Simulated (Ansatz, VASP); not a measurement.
C: VASP beside Ansatz

```
C
1.0
     2.45587    0.00000    0.00000
    -1.22793    2.12684    0.00000
     0.00000    0.00000   29.67016
C
12
Direct
  0.66667 0.33333 0.63121
  0.66667 0.33333 0.13121
  0.66667 0.33333 0.36879
  0.66667 0.33333 0.86879
  0.00000 0.00000 0.25000
  0.33333 0.66667 0.86879
  0.00000 0.00000 0.75000
  0.66667 0.33333 0.25000
  0.33333 0.66667 0.36879
  0.33333 0.66667 0.75000
  0.33333 0.66667 0.13121
  0.33333 0.66667 0.63121
```

Alike in both runs: task single point; functional r2SCAN; k mesh 18 × 18 × 2; occupations gaussian, width 0.1 eV; no spin polarisation.

|  | VASP | Ansatz |
| --- | --- | --- |
| version | VASP 6.6.1 | Ansatz 0.2.0 |
| potentials or method | VASP PAW PBE potentials, release 64 (C), cutoff 520 eV | scalar-relativistic, plane waves, PAW |
| valence electrons in the cell | 48 | 48 |

|  | VASP | Ansatz | Ansatz less VASP |
| --- | --- | --- | --- |
| gap on the k mesh at the Fermi level (eV) | 0.01 | 0.01 | 0.000 |
| least direct gap on the mesh (eV) | 0.01 | 0.01 | 0.000 |

VASP's potentials were made for PBE, not for r2SCAN. With one functional, cell and mesh, what is left measures potentials, basis and numerics.
